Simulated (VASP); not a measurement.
# TaN: single point with PBE

The system is TaN.

```
Ta N
1.0
     3.02614    0.00000    0.00000
    -1.51307    2.46805    0.00000
     0.00000    0.00000    2.88300
Ta N
1 1
Direct
  0.33333 0.66667 0.50000
  0.00000 0.00000 0.00000
```

This cell differs from its parent crystal: strain +0.0300 x Voigt [1, -1, 0, 0, 0, 0].

```json
{"Program": "VASP 6.6.1", "Task": "single point", "Functional": "PBE", "Potentials or basis": "VASP PAW PBE potentials, release 64 (Ta_pv, N)", "Cutoff": "520 eV", "k mesh": "18 × 18 × 16", "Occupations": "gaussian, width 0.15 eV", "Spin": "no spin polarisation"}
```

```yaml
Pressure: 6.4 GPa
Largest_force: 0.160 eV/Å
Band_gap_on_the_k_mesh: zero (band 8 reaches 8.34 eV, above the bottom of band 9 at 8.06 eV)
```

Forces in eV/Å, atoms in the order of the input:
```
Ta   0.000  0.160  0.000
N    0.000 -0.160  0.000
```

Stress tensor (GPa, compression positive):
```
-7.37  0.00  0.00
 0.00 19.82  0.00
 0.00  0.00  6.63
```

Levels at points of the mesh, in eV from the Fermi level:
| k point | band 4 | band 5 | band 6 | band 7 | band 8 | band 9 | band 10 | band 11 | band 12 | band 13 |
| --- | --- | --- | --- | --- | --- | --- | --- | --- | --- | --- |
| (0.00, 0.00, 0.00) | -17.76 | -4.89 | -4.42 | -3.93 | -2.92 | 2.23 | 3.24 | 3.93 | 4.02 | 4.18 |
| (0.50, 0.00, 0.00) | -15.52 | -8.31 | -5.17 | -3.50 | -3.00 | 3.23 | 3.97 | 5.30 | 5.35 | 7.47 |
| (0.00, 0.50, 0.00) | -15.35 | -8.17 | -5.18 | -3.43 | -3.35 | 2.71 | 3.92 | 5.15 | 5.49 | 7.59 |
| (0.00, 0.00, 0.50) | -15.12 | -9.32 | -3.81 | -3.62 | -0.66 | 0.58 | 2.42 | 3.05 | 3.65 | 8.34 |
| (0.50, 0.00, 0.50) | -15.80 | -7.27 | -6.16 | -5.42 | -0.52 | 4.23 | 5.07 | 6.15 | 7.03 | 9.98 |
| (0.00, 0.50, 0.50) | -15.72 | -7.34 | -6.19 | -6.07 | 0.04 | 4.06 | 5.62 | 6.22 | 7.17 | 10.83 |

It took 64 s on 1 thread of Intel(R) Xeon(R) 6975P-C (Granite Rapids) (shared host), peak memory 0.37 GiB.

Caveat: the cell differs from its parent crystal (strain +0.0300 x Voigt [1, -1, 0, 0, 0, 0]); spin-orbit coupling is left out, which moves the levels of the heavy elements.
